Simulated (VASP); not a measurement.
# Al (P6_3/mmc) in VASP: further runs, part 2 of 2

VASP 6.6.1.

## Step 5: Single point, LDA

This run uses another cell than the first one, of 15.73 Å³/atom.

Contents of INCAR:

```
PREC = Accurate
ENCUT = 520
EDIFF = 1E-6
ISMEAR = 0
SIGMA = 0.15
LREAL = False
LASPH = True
NELM = 100
ALGO = Fast
ISIF = 2
LWAVE = False
LCHARG = False
NBANDS = 10
```

Contents of KPOINTS:

```
Automatic mesh
0
Gamma
  18 18 10
```

Contents of POSCAR:

```
Al
1.0
    2.7044000000      0.0000000000      0.0000000000
   -1.3522000000      2.3420791020      0.0000000000
    0.0000000000      0.0000000000      4.9674000000
Al
2
Direct
    0.6666666667      0.3333333333      0.7500000000
    0.3333333333      0.6666666667      0.2500000000
```

Potentials or basis: VASP PAW LDA potentials, release 64 (Al).

Command:

```
> cat potpaw_LDA.64/Al/POTCAR > POTCAR
> mpirun -np 1 vasp_std > vasp.out
```

OUTCAR:

```text
PREC = Accurate
   ENCUT = 520
   EDIFF = 1E-6
   ISMEAR = 0
   LREAL = False
   LASPH = True
   NELM = 100
   ISIF = 2

 ion  position               nearest neighbor table
   1  0.667  0.333  0.750-   2 2.93   2 2.93   2 2.93   2 2.93   2 2.93   2 2.93
   2  0.333  0.667  0.250-   1 2.93   1 2.93   1 2.93   1 2.93   1 2.93   1 2.93

  LATTYP: Found a hexagonal cell.
 ALAT       =     2.7044000000
 C/A-ratio  =     1.8367844993

  Lattice vectors:

 A1 = (   2.7044000000,   0.0000000000,   0.0000000000)
 A2 = (  -1.3522000000,   2.3420791020,   0.0000000000)
[... 494 lines left out ...]
      7      12.7832      0.00000
      8      17.3905      0.00000
      9      18.1096      0.00000
     10      20.4144      0.00000

 [... further k-points ...]
[... 5 lines left out ...]
  --------------------------------------------------------------------------------------
  -------------------------------------------------------------------------------------
  Total        1.0852879      1.0852879     -0.6113412     -0.0000000     -0.0000000      0.0000000
  in kB       55.2654751     55.2654751    -31.1309671     -0.0000000     -0.0000000      0.0000000
  external PRESSURE =      26.4666610 kB  Pullay stress =       0.0000000 kB

 VOLUME and BASIS-vectors are now :
 -----------------------------------------------------------------------------
  energy-cutoff  :      520.00
  volume of cell :       31.46
      direct lattice vectors                 reciprocal lattice vectors
     2.704400000  0.000000000  0.000000000     0.369767786  0.213485531  0.000000000
    -1.352200000  2.342079102  0.000000000     0.000000000  0.426971061  0.000000000
     0.000000000  0.000000000  4.967400000     0.000000000  0.000000000  0.201312558

 POSITION                                       TOTAL-FORCE (eV/Angst)
 -----------------------------------------------------------------------------------
      1.35220      0.78069      3.72555        -0.000000      0.000000      0.000000
     -0.00000      1.56139      1.24185         0.000000      0.000000      0.000000
 -----------------------------------------------------------------------------------
    total drift:                                0.000000     -0.000000      0.000000

  FREE ENERGIE OF THE ION-ELECTRON SYSTEM (eV)
  ---------------------------------------------------
  free  energy   TOTEN  =        -8.2638721505 eV

  energy  without entropy=       -8.2558685032  energy(sigma->0) =       -8.25987033
```

OSZICAR:

```text
N       E                     dE             d eps       ncg     rms          rms(c)
DAV:   1    -0.488045678278E+00   -0.48805E+00   -0.23460E+03  4440   0.476E+02
DAV:   2    -0.816111745123E+01   -0.76731E+01   -0.73957E+01  5896   0.563E+01
DAV:   3    -0.832892278160E+01   -0.16781E+00   -0.16187E+00  5950   0.648E+00
DAV:   4    -0.832966030211E+01   -0.73752E-03   -0.73743E-03  5338   0.437E-01
DAV:   5    -0.832966370097E+01   -0.33989E-05   -0.33998E-05  5532   0.322E-02    0.210E+00
RMM:   6    -0.828925533643E+01    0.40408E-01   -0.37717E-03  4492   0.304E-01    0.120E+00
RMM:   7    -0.826398159251E+01    0.25274E-01   -0.94737E-03  4622   0.477E-01    0.160E-01
RMM:   8    -0.826386445458E+01    0.11714E-03   -0.67504E-04  4911   0.161E-01    0.437E-02
RMM:   9    -0.826387273827E+01   -0.82837E-05   -0.75612E-05  5182   0.671E-02    0.264E-02
RMM:  10    -0.826387309282E+01   -0.35455E-06   -0.11868E-05  5226   0.213E-02    0.288E-02
RMM:  11    -0.826387215050E+01    0.94232E-06   -0.25336E-06  5176   0.108E-02
   1 F= -.82638722E+01 E0= -.82598703E+01  d E =-.800365E-02
```

Wall time 61 s (1 thread of Intel Xeon 8259CL, shared host); peak memory 0.17 GiB.

Results:

```yaml
Free_energy: -8.2639 eV
Pressure: 2.6 GPa
Band_gap_on_the_k_mesh: zero (bands 3 and 4 overlap by 6.16 eV)
```

Stress tensor (GPa, compression positive):
```
 5.53  0.00  0.00
 0.00  5.53  0.00
 0.00  0.00 -3.11
```

## Step 6: Single point, LDA

This run uses another cell than the first one, of 15.69 Å³/atom.

Contents of INCAR:

```
SYSTEM = Al
PREC = Accurate
ENCUT = 520
EDIFF = 1E-6
ISMEAR = 0
SIGMA = 0.15
LREAL = .False.
LASPH = .True.
NELM = 60
ALGO = Normal
ISIF = 2
LWAVE = .False.
LCHARG = .False.
GGA = CA
NBANDS = 10
```

Contents of KPOINTS:

```
Automatic mesh
0
Gamma
  18 18 10
  0 0 0
```

Contents of POSCAR:

```
Al
1.0
    2.7534000000      0.0000000000      0.0000000000
   -1.3767000000      2.3845143468      0.0000000000
    0.0000000000      0.0000000000      4.7800000000
Al
2
Direct
    0.6666666667      0.3333333333      0.7500000000
    0.3333333333      0.6666666667      0.2500000000
```

Potentials or basis: VASP PAW LDA potentials, release 64 (Al).

Command:

```
> cat potpaw_LDA.64/Al/POTCAR > POTCAR
> mpirun -np 1 vasp_std > vasp.out
```

Wall time 42 s (1 thread of Intel Xeon 8259CL, shared host); peak memory 0.17 GiB.

It converged, with:

- Free energy: -8.3064 eV
- Pressure: 1.7 GPa
- Band gap on the k mesh: zero (bands 3 and 4 overlap by 6.90 eV)

Stress tensor (GPa, compression positive):
```
 2.73  0.00  0.00
 0.00  2.73  0.00
 0.00  0.00 -0.26
```

Levels at points of the mesh, in eV from the Fermi level:
```
           k point  band 1  band 2  band 3  band 4  band 5  band 6  band 7  band 8
(0.00, 0.00, 0.00)  -11.44   -5.20   -5.04   11.35   11.92   11.92   12.02   12.02
(0.50, 0.00, 0.00)   -5.14   -5.09    0.62    0.66    1.42    1.45    6.56    8.16
(0.00, 0.00, 0.50)   -9.83   -9.83    2.42    2.42   12.85   12.85   12.85   12.85
(0.50, 0.00, 0.50)   -3.94   -3.94   -3.13   -3.13    7.56    7.56    7.91    7.91
```

## Step 7: Single point, LDA

This run uses another cell than the first one, of 15.85 Å³/atom.

Contents of INCAR:

```
ALGO     = Normal         # electronic algorithm
EDIFF    = 1E-7           # SCF threshold, eV
ENCUT    = 520            # plane-wave cutoff, eV
GGA      = CA             # functional
ISIF     = 2              # what is computed and relaxed
ISMEAR   = 0              # smearing method
LASPH    = True           # aspherical terms in the spheres
LCHARG   = False          # write CHGCAR
LREAL    = False          # projectors in reciprocal space
LWAVE    = False          # write WAVECAR
NBANDS   = 10             # bands
NELM     = 100            # most SCF steps
PREC     = Accurate       # precision mode
SIGMA    = 0.15           # smearing width, eV
```

Contents of KPOINTS:

```
k-points
0
Gamma
  18 18 10
```

Contents of POSCAR:

```
Al
1.0
    2.7604000000      0.0000000000      0.0000000000
   -1.3802000000      2.3905765246      0.0000000000
    0.0000000000      0.0000000000      4.8034000000
Al
2
Direct
    0.6666666667      0.3333333333      0.7500000000
    0.3333333333      0.6666666667      0.2500000000
```

Potentials or basis: VASP PAW LDA potentials, release 64 (Al).

Command:

```
> cat potpaw_LDA.64/Al/POTCAR > POTCAR
> mpirun -np 1 vasp_std > vasp.out
```

OUTCAR:

```text
EDIFF = 1E-7
   ENCUT = 520
   GGA = CA
   ISIF = 2
   ISMEAR = 0
   LASPH = True
   LREAL = False
   NELM = 100
   PREC = Accurate

 ion  position               nearest neighbor table
   1  0.667  0.333  0.750-   2 2.88   2 2.88   2 2.88   2 2.88   2 2.88   2 2.88
   2  0.333  0.667  0.250-   1 2.88   1 2.88   1 2.88   1 2.88   1 2.88   1 2.88

  LATTYP: Found a hexagonal cell.
 ALAT       =     2.7604000000
 C/A-ratio  =     1.7401101290

  Lattice vectors:

 A1 = (   2.7604000000,   0.0000000000,   0.0000000000)
 A2 = (  -1.3802000000,   2.3905765246,   0.0000000000)
 A3 = (   0.0000000000,   0.0000000000,   4.8034000000)

Analysis of symmetry for initial positions (statically):
=====================================================================
 Subroutine PRICEL returns:
 Original cell was already a primitive cell.

 Routine SETGRP: Setting up the symmetry group for a
 hexagonal supercell.

 Subroutine GETGRP returns: Found 24 space group operations
 (whereof 12 operations were pure point group operations)
 out of a pool of 24 trial point group operations.

The static configuration has the point symmetry D_3d.
 The point group associated with its full space group is D_6h.

Analysis of symmetry for dynamics (positions and initial velocities):
=====================================================================
 Subroutine PRICEL returns:
 Original cell was already a primitive cell.

 Routine SETGRP: Setting up the symmetry group for a
 hexagonal supercell.

 Subroutine GETGRP returns: Found 24 space group operations
 (whereof 12 operations were pure point group operations)
 out of a pool of 24 trial point group operations.

The dynamic configuration has the point symmetry D_3d.
 The point group associated with its full space group is D_6h.

 Subroutine INISYM returns: Found 24 space group operations
 (whereof 12 operations are pure point group operations),
 and found     1 'primitive' translations

----------------------------------------------------------------------------------------

                                     Primitive cell

  volume of cell :      31.6974

  direct lattice vectors                    reciprocal lattice vectors
     2.760400000  0.000000000  0.000000000     0.362266338  0.209154568  0.000000000
    -1.380200000  2.390576525  0.000000000     0.000000000  0.418309136  0.000000000
     0.000000000  0.000000000  4.803400000     0.000000000  0.000000000  0.208185868

  length of vectors
     2.760400000  2.760400000  4.803400000     0.418309136  0.418309136  0.208185868

  position of ions in fractional coordinates (direct lattice)
     0.666666667  0.333333333  0.750000000
     0.333333333  0.666666667  0.250000000

  ion indices of the primitive-cell ions
   primitive index   ion index
                 1           1
                 2           2

----------------------------------------------------------------------------------------

 KPOINTS: k-points

Automatic generation of k-mesh.
 Grid dimensions read from file:
 generate k-points for:   18   18   10

 Generating k-lattice:

  Cartesian coordinates                     Fractional coordinates (reciprocal lattice)
     0.020125908  0.011619698  0.000000000     0.055555556  0.000000000  0.000000000
     0.000000000  0.023239396  0.000000000     0.000000000  0.055555556  0.000000000
     0.000000000  0.000000000  0.020818587     0.000000000  0.000000000  0.100000000

  Length of vectors
     0.023239396  0.023239396  0.020818587

  Shift w.r.t. Gamma in fractional coordinates (k-lattice)
     0.000000000  0.000000000  0.000000000

 Subroutine IBZKPT returns following result:
 ===========================================

 Found    222 irreducible k-points:

 Following reciprocal coordinates:
            Coordinates               Weight
  0.000000  0.000000  0.000000      1.000000
  0.055556  0.000000  0.000000      6.000000
  0.111111  0.000000  0.000000      6.000000
  0.166667 -0.000000  0.000000      6.000000
  0.222222  0.000000  0.000000      6.000000
  0.277778  0.000000  0.000000      6.000000
[... 16 lines left out ...]
  0.333333  0.111111  0.000000     12.000000
  0.388889  0.111111  0.000000     12.000000
 [... further k-points ...]
   k-points           NKPTS =    222   k-points in BZ     NKDIM =    222   number of bands    NBANDS=     10
   number of dos      NEDOS =    301   number of ions     NIONS =      2
   total plane-waves  NPLWV =  20736
   dimension x,y,z NGX =    24 NGY =   24 NGZ =   36
   dimension x,y,z NGXF=    48 NGYF=   48 NGZF=   72
   ions per type =               2
   NGX,Y,Z   is equivalent  to a cutoff of  14.45, 14.45, 12.46 a.u.
   NGXF,Y,Z  is equivalent  to a cutoff of  28.91, 28.91, 24.92 a.u.
 SYSTEM =  unknown system
   PREC   = accura    normal or accurate (medium, high low for compatibility)
   ISTART =      0    job   : 0-new  1-cont  2-samecut
   ICHARG =      2    charge: 1-file 2-atom 10-const
   ISPIN  =      1    spin polarized calculation?
   LNONCOLLINEAR =      F non collinear calculations
   LSORBIT =      F    spin-orbit coupling
   LASPH  =      T    aspherical Exc in radial PAW
   ENCUT  =  520.0 eV  38.22 Ry    6.18 a.u.   5.13  5.13  8.93*2*pi/ulx,y,z
   NELM   =    100;   NELMIN=  2; NELMDL= -5     # of ELM steps
   EDIFF  = 0.1E-06   stopping-criterion for ELM
   LREAL  =      F    real-space projection
   EDIFFG = 0.1E-05   stopping-criterion for IOM
   NSW    =      0    number of steps for IOM
   IBRION =     -1    ionic relax: 0-MD 1-quasi-New 2-CG
   NFREE  =      0    steps in history (QN), initial steepest desc. (CG)
   ISIF   =      2    stress and relaxation
   ISYM   =      2    0-nonsym 1-usesym 2-fastsym
   POTIM  = 0.5000    time-step for ionic-motion
   TEBEG  =    0.0;   TEEND  =   0.0 temperature during run
   PSTRESS=    0.0 pullay stress
   NELECT =       6.0000    total number of electrons
   NUPDOWN=      -1.0000    fix difference up-down
   EMIN   =  10.00;   EMAX   =-10.00  energy-range for DOS
   EFERMI =   0.00;   METHOD = LEGACY
   ISMEAR =     0;   SIGMA  =   0.15  broadening in eV -4-tet -1-fermi 0-gaus
   EFERMI_NEDOS =   21; number of points for ismear=-14 and -15
   IALGO  =     38    algorithm
   IMIX   =      4    mixing-type and parameters
     AMIX     =   0.40;   BMIX     =  1.00
     AMIX_MAG =   1.60;   BMIX_MAG =  1.00
  volume/ion in A,a.u.               =      15.85       106.95
  Fermi-wavevector in a.u.,A,eV,Ry     =   0.939977  1.776300 12.021531  0.883558
  Thomas-Fermi vector in A             =   2.067343
   LORBIT       =      0    0 simple, 1 ext, 2 COOP (PROOUT), +10 PAW based schemes
   GGA     = CA    functional components
   LHFCALC =     F    Hartree Fock is set to
   AEXX    =    0.0000 exact exchange contribution
   IVDW    =     0    specifies the selected vdW correction
   LEPSILON=     F    determine dielectric tensor
   LRPA    =     F    only Hartree local field effects (RPA)
 non-spin polarized calculation
 Gauss-broadening in eV      SIGMA  =   0.15
  energy-cutoff  :      520.00
  volume of cell :       31.70
 maximum number of plane-waves:       866
 NGX is ok and might be reduce to    24
   NGX = 11   NGY = 11   NGZ = 17

 number of electron       6.0000000 magnetization

 Free energy of the ion-electron system (eV)
  ---------------------------------------------------
  ext. energy  EPLUGINS =         0.00000000
  ---------------------------------------------------
  free energy    TOTEN  =        -8.30804587 eV

  energy without entropy =       -8.29939916  energy(sigma->0) =       -8.30372252

 E-fermi :   8.1946     XC(G=0): -10.4924

 val. band max:        8.1892445451   @ k =   0.1667   0.0556   0.3000
 cond. band min:       8.2260109725   @ k =   0.4444   0.1111   0.1000
 fundamental gap:      0.0367664274
 Fermi energy:         8.1945776406

 k-point     1 :       0.0000    0.0000    0.0000
  band No.  band energies     occupation
      1      -3.1702      2.00000
      2       2.9838      2.00000
      3       3.1866      2.00000
      4      19.4613      0.00000
      5      20.0648      0.00000
      6      20.0648      0.00000
      7      20.1914      0.00000
      8      20.1914      0.00000
      9      20.8058      0.00000
     10      23.4605      0.00000
[... 287 lines left out ...]
 k-point    24 :       0.3889    0.1111    0.0000
  band No.  band energies     occupation
      1       2.0606      2.00000
      2       4.7425      2.00000
      3       8.1232      1.49906
      4       8.1468      1.34778
      5      10.4662      0.00000
      6      10.9209      0.00000
      7      12.2889      0.00000
      8      17.3971      0.00000
      9      17.6600      0.00000
     10      19.6027      0.00000

 [... further k-points ...]
[... 5 lines left out ...]
  --------------------------------------------------------------------------------------
  -------------------------------------------------------------------------------------
  Total        0.3734695      0.3734695     -0.2098483      0.0000000     -0.0000000      0.0000000
  in kB       18.8774053     18.8774053    -10.6069992      0.0000000     -0.0000000      0.0000000
  external PRESSURE =       9.0492705 kB  Pullay stress =       0.0000000 kB

 VOLUME and BASIS-vectors are now :
 -----------------------------------------------------------------------------
  energy-cutoff  :      520.00
  volume of cell :       31.70
      direct lattice vectors                 reciprocal lattice vectors
     2.760400000  0.000000000  0.000000000     0.362266338  0.209154568  0.000000000
    -1.380200000  2.390576525  0.000000000     0.000000000  0.418309136  0.000000000
     0.000000000  0.000000000  4.803400000     0.000000000  0.000000000  0.208185868

 POSITION                                       TOTAL-FORCE (eV/Angst)
 -----------------------------------------------------------------------------------
      1.38020      0.79686      3.60255         0.000000     -0.000000      0.000000
     -0.00000      1.59372      1.20085        -0.000000      0.000000      0.000000
 -----------------------------------------------------------------------------------
    total drift:                                0.000000     -0.000000     -0.000000

  FREE ENERGIE OF THE ION-ELECTRON SYSTEM (eV)
  ---------------------------------------------------
  free  energy   TOTEN  =        -8.3080458704 eV

  energy  without entropy=       -8.2993991600  energy(sigma->0) =       -8.30372252
```

Wall time 48 s (1 thread of Intel Xeon 8259CL, shared host); peak memory 0.18 GiB.

What came out:

```yaml
Free_energy: -8.3080 eV
Pressure: 0.9 GPa
Band_gap_on_the_k_mesh: zero (bands 3 and 4 overlap by 6.85 eV)
```

## Step 8: Summary

| cell | gap on the mesh (eV) | pressure (GPa) |
| --- | --- | --- |
| a = 2.824, b = 2.824, c = 4.511 Å, angles 90.0, 90.0, 120.0°, 2 atoms | none | 2.1 |
| a = 2.901, b = 2.901, c = 4.311 Å, angles 90.0, 90.0, 120.0°, 2 atoms | none | 2.3 |
| a = 2.852, b = 2.852, c = 4.499 Å, angles 90.0, 90.0, 120.0°, 2 atoms | none | 0.7 |
| a = 2.704, b = 2.704, c = 4.967 Å, angles 90.0, 90.0, 120.0°, 2 atoms | none | 2.6 |
| a = 2.753, b = 2.753, c = 4.780 Å, angles 90.0, 90.0, 120.0°, 2 atoms | none | 1.7 |
| a = 2.760, b = 2.760, c = 4.803 Å, angles 90.0, 90.0, 120.0°, 2 atoms | none | 0.9 |

Alike in all rows: task single point; level LDA; potentials or basis VASP PAW LDA potentials, release 64 (Al); no spin polarisation; k mesh 18 × 18 × 10; cutoff (eV) 520; smearing gaussian 0.15 eV.

Total energies depend on the potentials used, so only differences within one code and one set of settings carry meaning.
